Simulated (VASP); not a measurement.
SiCl, 2 atoms in the cell. The structure is tetragonal, space group P4/mmm (No. 123). The conventional cell has a = 3.194 Å, b = 3.194 Å, c = 4.186 Å, α = 90.00°, β = 90.00°, γ = 90.00°. Si (site symmetry 4/mmm) has 8 Cl at 3.08 Å and 6 Si at 3.19 to 4.19 Å within 4.2 Å. Within 4.2 Å of Cl (site symmetry 4/mmm) lie 8 Si at 3.08 Å and 6 Cl at 3.19 to 4.19 Å. 

* Program: VASP 6.6.1
* Task: single point
* Functional: PBE
* Potentials or basis: VASP PAW PBE potentials, release 64 (Si, Cl)
* Cutoff: 520 eV
* k mesh: 6 × 6 × 4
* Occupations: gaussian, width 0.1 eV
* Spin: no spin polarisation
* Dipole correction: no
* Further INCAR settings: ALGO = Normal; EDIFF = 1e-06; NBANDS = 12

Potentials or basis: VASP PAW PBE potentials, release 64 (Si, Cl).

The run is started by

```sh
$ cat potpaw_PBE.64/Si/POTCAR potpaw_PBE.64/Cl/POTCAR > POTCAR
$ mpirun -np 1 vasp_std > vasp.out
```

Hardware: 1 thread of AMD EPYC 9R45 96-Core Processor (Zen 5) (shared host).

Task: Estimate the wall time of this run.

Result: Run time: 5.9 s on 1 thread of AMD EPYC 9R45 96-Core Processor (Zen 5), on a shared host, peak memory 0.12 GiB. Counts: scf iterations 13, k points 30.
